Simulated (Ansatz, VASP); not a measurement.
This is a calculation of KCl for VASP 6.6.1.

Contents of POSCAR:

```
KCl
1.0
    0.0000000000      3.1464700000      3.1464700000
    3.1464700000      0.0000000000      3.1464700000
    3.1464700000      3.1464700000      0.0000000000
K Cl
1 1
Direct
    0.0000000000      0.0000000000      0.0000000000
    0.5000000000      0.5000000000      0.5000000000
```

The input INCAR.step1:

```
PREC     = Accurate       # precision mode
ENCUT    = 520            # plane-wave cutoff, eV
EDIFF    = 1E-5           # SCF threshold, eV
ISMEAR   = -1             # smearing method
SIGMA    = 0.05           # smearing width, eV
LREAL    = F              # projectors in reciprocal space
LASPH    = T              # aspherical terms in the spheres
NELM     = 60             # most SCF steps
ALGO     = Normal         # electronic algorithm
ISIF     = 2              # what is computed and relaxed
LWAVE    = T              # write WAVECAR
GGA      = PE             # functional
NBANDS   = 15             # bands
```

Contents of INCAR.step2:

```
PREC     = Accurate       # precision mode
ENCUT    = 520            # plane-wave cutoff, eV
EDIFF    = 1E-7           # SCF threshold, eV
ISMEAR   = -1             # smearing method
SIGMA    = 0.05           # smearing width, eV
LREAL    = F              # projectors in reciprocal space
LASPH    = T              # aspherical terms in the spheres
NELM     = 60             # most SCF steps
ALGO     = Normal         # electronic algorithm
ISIF     = 2              # what is computed and relaxed
LWAVE    = F              # write WAVECAR
LCHARG   = T              # write CHGCAR
GGA      = PE             # functional
LHFCALC  = T              # exact exchange
AEXX     = 0.05           # exact-exchange fraction
HFSCREEN = 0.2            # screening, 1/A
PRECFOCK = Normal       
LELF     = T              # ELF
LVHAR    = T            
ISTART   = 1            
NBANDS   = 15             # bands
```

The input KPOINTS:

```
Automatic mesh
0
Gamma
  4 4 4
```

Potentials or basis: VASP PAW PBE potentials, release 64 (K_sv, Cl).

Run with:

```bash
$ cat potpaw_PBE.64/K_sv/POTCAR potpaw_PBE.64/Cl/POTCAR > POTCAR
$ cp INCAR.step1 INCAR
$ mpirun -np 1 vasp_std > vasp.out
$ cp INCAR.step2 INCAR
$ mpirun -np 1 vasp_std > vasp.out
```

Translate it to Ansatz 0.2.0. Potentials there: Ansatz PAW.

As run (the cutoff follows the program's own potentials):

input.yaml

```yaml
crystal:
  lattice:
    - [0.0, 3.14647, 3.14647]
    - [3.14647, 0.0, 3.14647]
    - [3.14647, 3.14647, 0.0]
  atoms:
    - { symbol: K, position: [0.0, 0.0, 0.0] }
    - { symbol: Cl, position: [0.5, 0.5, 0.5] }
hamiltonian:
  xc: { exchange: pbe, correlation: pbe, exx: { coeff: 0.05, omega: 0.2 } }
  pseudopotentials: { kind: paw }
kpoints:
  mp_grid: { grid: [4, 4, 4] }
scf:
  occupations: { method: fermi_dirac, width: 0.05 }
output:
  forces: true
  stress: true
  eigenvalues: true
```

Potentials or basis: Ansatz PAW.

The run is started by

```console
$ ansatz run input.yaml --threads 2 --pin off --max-ram 5632MiB --backend cpu --events-out ev --progress --plain --runs-dir out
```

Both were run:

|  | VASP | Ansatz | Ansatz less VASP |
| --- | --- | --- | --- |
| gap on the k mesh at the Fermi level (eV) | 5.45 | 5.45 | +0.002 |
| least direct gap on the mesh (eV) | 5.45 | 5.45 | +0.002 |
| pressure (GPa) | 0.7 | 0.7 | -0.03 |

VASP's potentials were made for PBE, not for PBE-based screened hybrid.

The k mesh is coarse, so the values compare programs but aren't converged.
